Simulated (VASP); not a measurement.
A run of VASP 6.6.1 is set up as follows.

INCAR

```
ALGO = Normal
EDIFF = 1E-6
ENCUT = 400
GGA = PE
GGA_COMPAT = False
ISIF = 2
ISMEAR = -1
KPAR = 2
LASPH = True
LCHARG = True
LREAL = Auto
LVHAR = True
LWAVE = False
NBANDS = 245
NCORE = 2
NELECT = 424.0
NELM = 120
PREC = Accurate
SIGMA = 0.01
```

Contents of KPOINTS:

```
k-points
0
Gamma
  2 2 2
```

POSCAR

```
Ti18S35
1.0
   10.2360017178      0.0000000000      0.0000000000
   -5.1180008589      8.8646375208      0.0000000000
    0.0000000000      0.0000000000     11.3900000000
Ti S
18 35
Direct
   -0.0139824288     -0.0279648576     -0.0149049393
    0.0000408908      0.0000817816      0.5003836969
   -0.0139824288      0.3473157621     -0.0149049393
    0.0000408908      0.3332924425      0.5003836969
    0.0039725494      0.6686529413      0.0117386971
    0.0004097352      0.6668715343      0.4992332220
    0.3347883333     -0.0014550000     -0.0018088282
    0.3333399917     -0.0000066584      0.4997678838
    0.3612981909      0.3473157621     -0.0149049393
    0.3332515517      0.3332924425      0.5003836969
    0.3347883333      0.6695766666     -0.0018088282
    0.3333399917      0.6666799834      0.4997678838
    0.6637566667     -0.0014550000     -0.0018088282
    0.6666533499     -0.0000066584      0.4997678838
    0.6646803920      0.3293607840      0.0117386971
    0.6664617990      0.3329235981      0.4992332220
    0.6646803920      0.6686529413      0.0117386971
    0.6664617990      0.6668715343      0.4992332220
    0.1111111111      0.2222222222      0.6247058175
    0.1083702849      0.5477183256      0.1238796746
    0.1115449213      0.5558655596      0.6241122618
    0.1083702849      0.8939852926      0.1238796746
    0.1115449213      0.8890126950      0.6241122618
    0.4393480407      0.2249630484      0.1238796746
    0.4443206383      0.2217884121      0.6241122618
    0.4393480407      0.5477183256      0.1238796746
    0.4443206383      0.5558655596      0.6241122618
    0.4444444444      0.8888888889      0.1248135859
    0.4444444444      0.8888888889      0.6238947273
    0.7856150077      0.2249630484      0.1238796746
    0.7774677737      0.2217884121      0.6241122618
    0.7777777778      0.5555555556      0.1302112711
    0.7777777778      0.5555555556      0.6232140306
    0.7856150077      0.8939852926      0.1238796746
    0.7774677737      0.8890126950      0.6241122618
    0.2219811240      0.1113522094      0.3754999764
    0.2188612400      0.1144720933      0.8821221972
    0.2219811240      0.4439622479      0.3754999764
    0.2188612400      0.4377224800      0.8821221972
    0.2222500291      0.7777916812      0.3751401267
    0.2205082804      0.7769208068      0.8776810470
    0.5555416521      0.1110833042      0.3751401267
    0.5564125265      0.1128250530      0.8776810470
    0.5551639963      0.4442486648      0.3757335506
    0.5684737221      0.4509035277      0.8728163529
    0.5555416521      0.7777916812      0.3751401267
    0.5564125265      0.7769208068      0.8776810470
    0.8893710854      0.1113522094      0.3754999764
    0.8956108534      0.1144720933      0.8821221972
    0.8890846685      0.4442486648      0.3757335506
    0.8824298056      0.4509035277      0.8728163529
    0.8890846685      0.7781693370      0.3757335506
    0.8824298056      0.7648596112      0.8728163529
```

Potentials or basis: VASP PAW PBE potentials, release 64 (Ti_sv, S).

Launch:

```sh
$ cat potpaw_PBE.64/Ti_sv/POTCAR potpaw_PBE.64/S/POTCAR > POTCAR
$ mpirun -np 4 vasp_std > vasp.out
```

Q: Estimate the largest force.

A: 0.017 eV/Å.

Forces on the atoms (eV/Å):
```
Ti   0.000  0.009  0.005
Ti   0.000  0.003 -0.001
Ti   0.008 -0.004  0.005
Ti   0.003 -0.002 -0.001
Ti  -0.006 -0.003 -0.008
Ti   0.000  0.000  0.004
Ti  -0.002  0.001  0.008
Ti  -0.004  0.002 -0.002
Ti  -0.008 -0.004  0.005
Ti  -0.003 -0.002 -0.001
Ti   0.000 -0.002  0.008
Ti   0.000 -0.005 -0.002
Ti   0.002  0.001  0.008
Ti   0.004  0.002 -0.002
Ti   0.000  0.007 -0.008
Ti   0.000  0.000  0.004
Ti   0.006 -0.003 -0.008
Ti   0.000  0.000  0.004
S    0.000  0.000  0.015
S    0.003 -0.003  0.015
S    0.000  0.001  0.015
S   -0.001  0.004  0.015
S    0.000  0.000  0.015
S   -0.004 -0.002  0.015
S    0.001  0.000  0.015
S   -0.003 -0.003  0.015
S    0.000  0.001  0.015
S    0.000  0.000  0.016
S    0.000  0.000  0.016
S    0.004 -0.002  0.015
S   -0.001  0.000  0.015
S    0.000  0.000  0.013
S    0.000  0.000  0.012
S    0.001  0.004  0.015
S    0.000  0.000  0.015
S    0.000  0.000 -0.014
S    0.001 -0.001 -0.017
S    0.000  0.000 -0.014
S    0.000  0.001 -0.017
S    0.001  0.000 -0.015
S   -0.004 -0.002 -0.017
S    0.000 -0.001 -0.015
S    0.000  0.005 -0.017
S   -0.001  0.000 -0.016
S    0.007  0.004 -0.010
S   -0.001  0.000 -0.015
S    0.004 -0.002 -0.017
S    0.000  0.000 -0.014
S   -0.001 -0.001 -0.017
S    0.001  0.000 -0.016
S   -0.007  0.004 -0.010
S    0.000  0.001 -0.016
S    0.000 -0.008 -0.010
```

Caveat: the cell carries a net charge on a neutralising background, which shifts energy and pressure; the cell differs from its parent crystal (atoms taken out, then relaxed in part).
